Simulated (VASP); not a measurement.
Write the native input for VASP 6.6.1 that does the following.

```
Task                   : single point
Functional             : PBE
Potentials or basis    : VASP PAW PBE potentials, release 64 (Rb_sv, Pt)
Cutoff                 : 520 eV
k mesh                 : 3 × 3 × 1
Occupations            : gaussian, width 0.1 eV
Spin                   : no spin polarisation
Dipole correction      : no
Further INCAR settings : ALGO = Normal; EDIFF = 1e-06; NBANDS = 37
```

The structure of Rb2Pt lies in POSCAR:

```
Rb2Pt
1.0
    5.2171907071      0.0000000000      0.0000000000
   -2.6085953535      4.5182196887      0.0000000000
    0.0000000000      0.0000000000     11.9217769056
Rb Pt
4 2
Direct
    0.6666666667      0.3333333333      0.3839688212
    0.6666666667      0.3333333333      0.8839688212
    0.3333333333      0.6666666667      0.1160311788
    0.3333333333      0.6666666667      0.6160311788
    0.0000000000      0.0000000000      0.0000000000
    0.0000000000      0.0000000000      0.5000000000
```

The input as run:

INCAR

```
SYSTEM = Rb2Pt
  ALGO = Normal
  EDIFF = 1E-6
  ENCUT = 520
  GGA = PE
  ISIF = 2
  ISMEAR = 0
  LASPH = .True.
  LCHARG = .True.
  LELF = .True.
  LREAL = .False.
  LVHAR = .True.
  LWAVE = .False.
  NBANDS = 37
  NELM = 100
  PREC = Accurate
  SIGMA = 0.1
```

KPOINTS

```
k-points
0
Gamma
  3 3 1
  0 0 0
```

Potentials or basis: VASP PAW PBE potentials, release 64 (Rb_sv, Pt).

Run with:

```console
$ cat potpaw_PBE.64/Rb_sv/POTCAR potpaw_PBE.64/Pt/POTCAR > POTCAR
$ mpirun -np 1 vasp_std > vasp.out
```

It gave:

The pressure is 0.1 GPa and the largest force is 0.009 eV/Å. The band gap on the k mesh is 0.61 eV.

Caveat: the k points lie up to 0.53 Å⁻¹ apart; spin-orbit coupling is left out, which moves the levels of the heavy elements.

It took 100 s on 1 thread of Intel Xeon 8259CL, on a shared host, peak memory 0.36 GiB.
